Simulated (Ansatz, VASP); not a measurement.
**One calculation of Au, two programs**

INCAR

```
SYSTEM = Au
PREC = Accurate ; ENCUT = 520
EDIFF = 1E-6 ; ISMEAR = 0
SIGMA = 0.1 ; LREAL = .FALSE.
LASPH = .TRUE. ; NELM = 60
ALGO = Normal ; ISIF = 2
LWAVE = .FALSE. ; LCHARG = .FALSE.
GGA = PE ; NBANDS = 12
```

KPOINTS

```
Automatic mesh
0
G
  8 8 8
  0 0 0
```

Contents of POSCAR:

```
Au
1.0
    2.4509105300     -1.4773150100      0.0000000000
    2.4509105300      1.4773150100      0.0000000000
   -1.6094534400      0.0000000000      2.3846352700
Au
1
Direct
    0.0000000000      0.0000000000      0.0000000000
```

Input for Ansatz:

```yaml
crystal:
  lattice:
    - [2.45091053, -1.47731501, 0.0]
    - [2.45091053, 1.47731501, 0.0]
    - [-1.60945344, 0.0, 2.38463527]
  atoms:
    - { symbol: Au, position: [0.0, 0.0, 0.0] }
basis:
  ecutwfc: 420
kpoints:
  mp_grid: { grid: [8, 8, 8] }
hamiltonian:
  xc: pbe
scf:
  occupations: { method: gaussian, width: 0.1 }
  lower_state_search: "off"
output:
  forces: true
  stress: true
  eigenvalues: true
```

Alike in both runs: task single point; functional PBE; k mesh 8 × 8 × 8; occupations gaussian, width 0.1 eV; no spin polarisation.

|  | VASP | Ansatz |
| --- | --- | --- |
| version | VASP 6.6.1 | Ansatz 0.2.0 |
| potentials or method | VASP PAW PBE potentials, release 64 (Au), cutoff 520 eV | scalar-relativistic, plane waves, PAW |
| valence electrons in the cell | 11 | 19 |

Ansatz gave:

- gap on the k mesh at the Fermi level (eV): none
- pressure (GPa): 7.2
- traceless stress, the component that is largest in VASP (GPa): 0.51

**Question.** What did VASP give for the same quantities?

**Answer.** gap on the k mesh at the Fermi level (eV): none; pressure (GPa): 6.9; traceless stress, the component that is largest in VASP (GPa): 0.48.

A gap of «none» marks a metal or a gap that the smearing closes. VASP's potentials hold 11 valence electrons a cell and Ansatz's 19, so a difference there can come from the potentials and not from the codes.

Spin-orbit coupling is off throughout.
